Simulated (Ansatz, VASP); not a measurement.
**One calculation of AlGaN2, two programs**

POSCAR

```
AlGaN2
1.0
    3.1385264188      0.0000000000      0.0000000000
    0.0000000000      3.1385264188      0.0000000000
    0.0000000000      0.0000000000      8.8447134538
Al Ga N
2 2 4
Direct
    0.5000000000      0.5000000000      0.2500000000
    0.5000000000      0.5000000000      0.7500000000
    0.0000000000      0.0000000000      0.0075321411
    0.0000000000      0.0000000000      0.4924678589
    0.5000000000      0.0000000000      0.4034601515
    0.5000000000      0.0000000000      0.8356230189
    0.0000000000      0.5000000000      0.0965398485
    0.0000000000      0.5000000000      0.6643769811
```

The input INCAR.step1:

```
SYSTEM = AlGaN2
PREC = Accurate ; ENCUT = 520
ISMEAR = 0 ; SIGMA = 0.05
LREAL = .False. ; LASPH = .True.
NELM = 80 ; NBANDS = 36
GGA = PE ; ALGO = Normal
EDIFF = 1E-4 ; LWAVE = .True.
LCHARG = .False.
```

The input INCAR.step2:

```
SYSTEM = AlGaN2
PREC = Accurate ; ENCUT = 520
EDIFF = 1E-7 ; ISMEAR = 0
SIGMA = 0.05 ; LREAL = .False.
LASPH = .True. ; NELM = 80
ALGO = Normal ; ISIF = 2
LWAVE = .False. ; LCHARG = .False.
METAGGA = R2SCAN ; LMIXTAU = .True.
NBANDS = 36 ; ISTART = 1
```

The input KPOINTS:

```
Automatic mesh
0
Gamma
  8 8 4
  0 0 0
```

Input for Ansatz:

```yaml
crystal:
  lattice:
    - [3.1385264188, 0.0, 0.0]
    - [0.0, 3.1385264188, 0.0]
    - [0.0, 0.0, 8.8447134538]
  atoms:
    - { symbol: Al, position: [0.5, 0.5, 0.25] }
    - { symbol: Al, position: [0.5, 0.5, 0.75] }
    - { symbol: Ga, position: [0.0, 0.0, 0.0075321411] }
    - { symbol: Ga, position: [0.0, 0.0, 0.4924678589] }
    - { symbol: "N", position: [0.5, 0.0, 0.4034601515] }
    - { symbol: "N", position: [0.5, 0.0, 0.8356230189] }
    - { symbol: "N", position: [0.0, 0.5, 0.0965398485] }
    - { symbol: "N", position: [0.0, 0.5, 0.6643769811] }
basis:
  ecutwfc: 500
kpoints:
  mp_grid: { grid: [8, 8, 4] }
hamiltonian:
  xc: r2scan
scf:
  occupations: { method: gaussian, width: 0.05 }
output:
  forces: true
  stress: true
  eigenvalues: true
```

Change from the starting cell: mode 23 (742.2 1/cm) frozen in, largest displacement -0.300 Å.

Alike in both runs: task single point; functional r2SCAN; k mesh 8 × 8 × 4; occupations gaussian, width 0.05 eV; no spin polarisation.

|  | VASP | Ansatz |
| --- | --- | --- |
| version | VASP 6.6.1 | Ansatz 0.2.0 |
| potentials or method | VASP PAW PBE potentials, release 64 (Al, Ga_d, N), cutoff 520 eV | scalar-relativistic, plane waves, PAW |
| valence electrons in the cell | 52 | 52 |

|  | VASP | Ansatz | Ansatz less VASP |
| --- | --- | --- | --- |
| gap on the k mesh at the Fermi level (eV) | 0.47 | 0.48 | +0.014 |
| least direct gap on the mesh (eV) | 0.47 | 0.48 | +0.014 |
| pressure (GPa) | 16.1 | 15.6 | -0.52 |
| traceless stress, the component that is largest in VASP (GPa) | -20.43 | -20.23 | +0.206 |
| rms of the force components (eV/Å) | 3.881 | 3.844 | -0.0368 |

VASP's potentials were made for PBE, not for r2SCAN. Atom by atom the forces differ by 0.044 eV/Å (rms over components). The functional is the same, so the differences come from potentials, cutoffs and numerics.
